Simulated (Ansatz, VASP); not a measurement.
# Two plane-wave programs on NbH2

The input INCAR:

```
ALGO     = Normal         # electronic algorithm
EDIFF    = 1E-6           # SCF threshold, eV
ENCUT    = 500            # plane-wave cutoff, eV
GGA      = CA             # functional
GGA_COMPAT= False        
ISIF     = 2              # what is computed and relaxed
ISMEAR   = 1              # smearing method
LASPH    = True           # aspherical terms in the spheres
LCHARG   = False          # write CHGCAR
LREAL    = False          # projectors in reciprocal space
LWAVE    = False          # write WAVECAR
NBANDS   = 14             # bands
NELM     = 120            # most SCF steps
PREC     = Accurate       # precision mode
SIGMA    = 0.1            # smearing width, eV
```

The input KPOINTS:

```
k-points
0
Gamma
  13 13 13
```

POSCAR

```
NbH2
1.0
    0.0000000000      2.2815000000      2.2815000000
    2.2815000000      0.0000000000      2.2815000000
    2.2815000000      2.2815000000      0.0000000000
Nb H
1 2
Direct
    0.0000000000      0.0000000000      0.0000000000
    0.2500000000      0.2500000000      0.2500000000
    0.7500000000      0.7500000000      0.7500000000
```

Input for Ansatz:

```yaml
crystal:
  lattice:
    bravais: fcc
    a: 4.563
  space_group: 225
  atoms:
    - { symbol: Nb, position: [0.0, 0.0, 0.0] }
    - { symbol: H, position: [0.25, 0.75, 0.75] }
  reduce_to_primitive: true
basis:
  ecutwfc: 470.0
kpoints:
  mp_grid:
    grid: [13, 13, 13]
hamiltonian:
  xc: lda
scf:
  occupations:
    method: methfessel_paxton
    width: 0.1
output:
  stress: true
```

Alike in both runs: task single point; functional LDA; k mesh 13 × 13 × 13; occupations methfessel-paxton of order 1, width 0.1 eV; no spin polarisation.

|  | VASP | Ansatz |
| --- | --- | --- |
| version | VASP 6.6.1 | Ansatz 0.2.0 |
| potentials or method | VASP PAW LDA potentials, release 64 (Nb_sv, H), cutoff 500 eV | plane waves, PAW |
| valence electrons in the cell | 15 | 15 |

Ansatz gave:

| Quantity | Value |
| --- | --- |
| pressure (GPa) | -8.2 |

Which values does VASP return?

Pressure (GPa): -8.4.

LDA's correlation is that of Perdew and Zunger in VASP and of Perdew and Wang (1992) in Ansatz.
